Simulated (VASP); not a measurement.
A run of VASP 6.6.1 is set up as follows.

The input INCAR:

```
PREC = Accurate
ENCUT = 520
EDIFF = 1E-7
ISMEAR = 0
SIGMA = 0.1
LREAL = F
LASPH = T
NELM = 60
ALGO = Normal
ISIF = 2
LWAVE = F
LCHARG = F
GGA = PE
NBANDS = 72
```

Contents of KPOINTS:

```
regular mesh
0
Gamma
  4 4 2
```

POSCAR

```
Sn2PbO3
1.0
    3.9208891719      0.0000000000      0.0000000000
    0.0000000000      3.9208891719      0.0000000000
    0.0000000000      0.0000000000     15.4524188877
Sn Pb O
4 2 6
Direct
    0.5000000000      0.5000000000      0.4150210617
    0.0000000000      0.0000000000      0.2672633298
    0.0000000000      0.0000000000      0.5863199747
    0.0000000000      0.0000000000      0.9272027986
    0.5000000000      0.5000000000      0.0810361719
    0.5000000000      0.5000000000      0.7400125403
    0.0000000000      0.5000000000     -0.0025903072
    0.0000000000      0.5000000000      0.3376555224
    0.0000000000      0.5000000000      0.6565068462
    0.5000000000      0.0000000000     -0.0025903072
    0.5000000000      0.0000000000      0.3376555224
    0.5000000000      0.0000000000      0.6565068462
```

Potentials or basis: VASP PAW PBE potentials, release 64 (Sn_d, Pb_d, O).

Launch:

```console
$ cat potpaw_PBE.64/Sn_d/POTCAR potpaw_PBE.64/Pb_d/POTCAR potpaw_PBE.64/O/POTCAR > POTCAR
$ mpirun -np 1 vasp_std > vasp.out
```

What does it give for the pressure?

0.3 GPa.

Estimate the largest force.

0.087 eV/Å.

Predict the band gap on the k mesh.

0.81 eV (least direct gap 1.53 eV).

Stress tensor (GPa, compression positive):
```
0.26 0.00 0.00
0.00 0.26 0.00
0.00 0.00 0.47
```

Caveat: spin-orbit coupling is left out, which moves the levels of the heavy elements. A k mesh can miss the band edges.
